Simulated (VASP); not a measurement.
Input of a VASP 6.6.1 run:

Contents of POSCAR:

```
ZnS
1.0
    3.8109987816      0.0000000000      0.0000000000
   -1.9054993908      3.3004217586      0.0000000000
    0.0000000000      0.0000000000      6.2340000000
Zn S
2 2
Direct
    0.3333333333      0.6666666667      0.0000000000
    0.6666666667      0.3333333333      0.5000000000
    0.3560577018      0.7121154035      0.3850000000
    0.6666666667      0.3333333333      0.8850000000
```

Contents of INCAR.step1:

```
  ALGO = Normal
  EDIFF = 1E-4
  ENCUT = 520
  GGA = PE
  ISMEAR = 0
  LASPH = T
  LCHARG = F
  LREAL = F
  LWAVE = T
  NBANDS = 26
  NELM = 80
  PREC = Accurate
  SIGMA = 0.05
```

File INCAR.step2:

```
  ALGO = Normal
  EDIFF = 1E-7
  ENCUT = 520
  ISIF = 2
  ISMEAR = 0
  ISTART = 1
  LASPH = T
  LCHARG = F
  LMIXTAU = T
  LREAL = F
  LWAVE = F
  METAGGA = R2SCAN
  NBANDS = 26
  NELM = 80
  PREC = Accurate
  SIGMA = 0.05
```

KPOINTS

```
k-points
0
Gamma
  6 6 4
```

Potentials or basis: VASP PAW PBE potentials, release 64 (Zn, S).

Run with:

```console
$ cat potpaw_PBE.64/Zn/POTCAR potpaw_PBE.64/S/POTCAR > POTCAR
$ cp INCAR.step1 INCAR
$ mpirun -np 1 vasp_std > vasp.out
$ cp INCAR.step2 INCAR
$ mpirun -np 1 vasp_std > vasp.out
```

Question: What does it give for the pressure?

Answer: 0.7 GPa.

Question: What does it give for the largest force?

Answer: 1.512 eV/Å.

Question: Predict the band gap on the k mesh.

Answer: 2.79 eV, direct.

Forces on the atoms (eV/Å):
```
Zn   0.000  0.056  0.330
Zn   0.000  1.271  0.481
S    0.000 -1.428 -0.497
S    0.000  0.100 -0.313
```

Caveat: the cell differs from its parent crystal (atom 3 (S) moved by (+0.000, +0.150) A along x and y); the PAW data sets were made with another functional, which shifts forces and pressure a little.
